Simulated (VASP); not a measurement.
A run of VASP 6.6.1:

Contents of INCAR:

```
ALGO     = Normal         # electronic algorithm
EDIFF    = 1E-6           # SCF threshold, eV
ENCUT    = 520            # plane-wave cutoff, eV
GGA      = PE             # functional
ISIF     = 2              # what is computed and relaxed
ISMEAR   = 0              # smearing method
LASPH    = T              # aspherical terms in the spheres
LCHARG   = F              # write CHGCAR
LREAL    = F              # projectors in reciprocal space
LWAVE    = F              # write WAVECAR
NBANDS   = 24             # bands
NELM     = 100            # most SCF steps
PREC     = Accurate       # precision mode
SIGMA    = 0.1            # smearing width, eV
```

Contents of KPOINTS:

```
k-points
0
Gamma
  8 8 4
```

Contents of POSCAR:

```
AlO2
1.0
    0.0000000000      0.0000000000     -2.6239349758
    1.7391423689     -3.0122829446      0.0000000000
   -5.2174271068     -3.0122829446      0.0000000000
Al O
2 4
Direct
    1.0000000000      1.0000000000      1.0000000000
    0.0000000000      0.5000000000      0.5000000000
    0.5000000000      0.5000000000      0.8333333333
    0.5000000000      1.0000000000      0.3333333333
    0.5000000000      1.0000000000      0.6666666667
    0.5000000000      0.5000000000      0.1666666667
```

Potentials or basis: VASP PAW PBE potentials, release 64 (Al, O).

Run with:

```console
$ cat potpaw_PBE.64/Al/POTCAR potpaw_PBE.64/O/POTCAR > POTCAR
$ mpirun -np 1 vasp_std > vasp.out
```

Hardware: 1 thread of Intel Xeon 8259CL (shared host).

Q: How long does it take, and how much memory?

A: It took 2.6 min on 1 thread of Intel Xeon 8259CL, on a shared host, peak memory 0.21 GiB. Counts: scf iterations 13, k points 75.
